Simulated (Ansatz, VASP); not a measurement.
**AgCl: VASP beside Ansatz**

```xyz
4
Lattice="4.4592 0.0000 0.0000 -2.2296 3.8618 0.0000 0.0000 0.0000 5.7225" Properties=species:S:1:pos:R:3 pbc="T T T"
Ag    0.0000    2.5745   -0.3561
Ag    2.2296    1.2873    2.5052
Cl    0.0000    2.5745    2.5020
Cl    2.2296    1.2873    5.3632
```

Change from the starting cell: biaxial_xy strain -1.3%.

Alike in both runs: task single point; functional r2SCAN; k mesh 6 × 6 × 4; no spin polarisation.

|  | VASP | Ansatz |
| --- | --- | --- |
| version | VASP 6.6.1 | Ansatz 0.2.0 |
| potentials or method | VASP PAW PBE potentials, release 64 (Ag, Cl) | plane waves, PAW |
| plane-wave cutoff (eV) | 520 | 500 |
| occupations | gaussian, width 0.01 eV | fixed |
| valence electrons in the cell | 36 | 52 |

VASP gave:

- gap on the k mesh at the Fermi level (eV): 1.73
- pressure (GPa): 1.1
- traceless stress, the component that is largest in VASP (GPa): -0.34

Question: What did Ansatz give for the same quantities?

Answer: gap on the k mesh at the Fermi level (eV): 1.78; pressure (GPa): 1.2; traceless stress, the component that is largest in VASP (GPa): -0.39.

VASP's potentials were made for PBE, not for r2SCAN. VASP's potentials hold 36 valence electrons a cell and Ansatz's 52, so a difference there can come from the potentials and not from the codes.
